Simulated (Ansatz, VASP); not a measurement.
**Ta3P4 in VASP and in Ansatz**

```
Ta P
1.0
     3.55569    0.00000    0.00000
     0.00000    3.55569    0.00000
     0.00000    0.00000    9.84856
Ta P
3 4
Cartesian
  0.0000 0.0000 7.4522
  1.7778 1.7778 4.9243
  0.0000 0.0000 2.3964
  0.0000 0.0000 4.9243
  1.7778 1.7778 2.2862
  0.0000 0.0000 0.0000
  1.7778 1.7778 7.5623
```

Alike in both runs: task single point; functional PBE; k mesh 6 × 6 × 2; occupations gaussian, width 0.2 eV; no spin polarisation.

|  | VASP | Ansatz |
| --- | --- | --- |
| version | VASP 6.6.1 | Ansatz 0.2.0 |
| potentials or method | VASP PAW PBE potentials, release 64 (Ta_pv, P), cutoff 520 eV | scalar-relativistic, plane waves, PAW |
| valence electrons in the cell | 53 | 59 |

|  | VASP | Ansatz | Ansatz less VASP |
| --- | --- | --- | --- |
| gap on the k mesh at the Fermi level (eV) | none | none | - |
| pressure (GPa) | 0.2 | 0.2 | -0.08 |
| traceless stress, the component that is largest in VASP (GPa) | 0.28 | 0.30 | +0.023 |
| rms of the force components (eV/Å) | 0.019 | 0.020 | +0.0018 |

Atom by atom the forces differ by 0.002 eV/Å (rms over components). A gap of «none» marks a metal or a gap that the smearing closes. VASP's potentials hold 53 valence electrons a cell and Ansatz's 59, so a difference there can come from the potentials and not from the codes.

Neither program's run includes spin-orbit coupling.
